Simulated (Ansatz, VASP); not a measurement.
**Two plane-wave programs on BaTa3O2**

```
Ba Ta O
1.0
     4.59296    0.00000    0.00000
     0.00000    4.59296    0.00000
     0.00000    0.00000    5.20809
Ba Ta O
1 3 2
Cartesian
  0.0000 0.0000 0.0000
  2.2965 2.2965 0.0000
  0.0000 2.2965 2.7457
  2.2965 0.0000 2.4624
  0.0000 2.2965 4.6975
  2.2965 0.0000 0.5106
```

Change from the starting cell: species swapped into the Hf2CuSb3 type (P-4m2, No. 115).

Alike in both runs: task relaxation of cell and atoms; functional PBE; k mesh 8 × 8 × 8; occupations gaussian, width 0.1 eV; no spin polarisation.

|  | VASP | Ansatz |
| --- | --- | --- |
| version | VASP 6.6.1 | Ansatz 0.2.0 |
| potentials or method | VASP PAW PBE potentials, release 64 (Ba_sv, Ta_pv, O), cutoff 600 eV | scalar-relativistic, plane waves, PAW |
| valence electrons in the cell | 55 | 61 |

VASP gave:

```
gap on the k mesh at the Fermi level, each at its own relaxed structure (eV) : none
relaxed volume (Å³/atom)                                                     : 18.58
relaxed cell length with the largest relative difference (Å)                 : 4.640
```

**Question.** What did Ansatz give for the same quantities?

**Answer.** gap on the k mesh at the Fermi level, each at its own relaxed structure (eV): none; relaxed volume (Å³/atom): 18.25; relaxed cell length with the largest relative difference (Å): 4.601.

A gap of «none» marks a metal or a gap that the smearing closes. VASP's potentials hold 55 valence electrons a cell and Ansatz's 61, so a difference there can come from the potentials and not from the codes.

Neither program's run includes spin-orbit coupling.
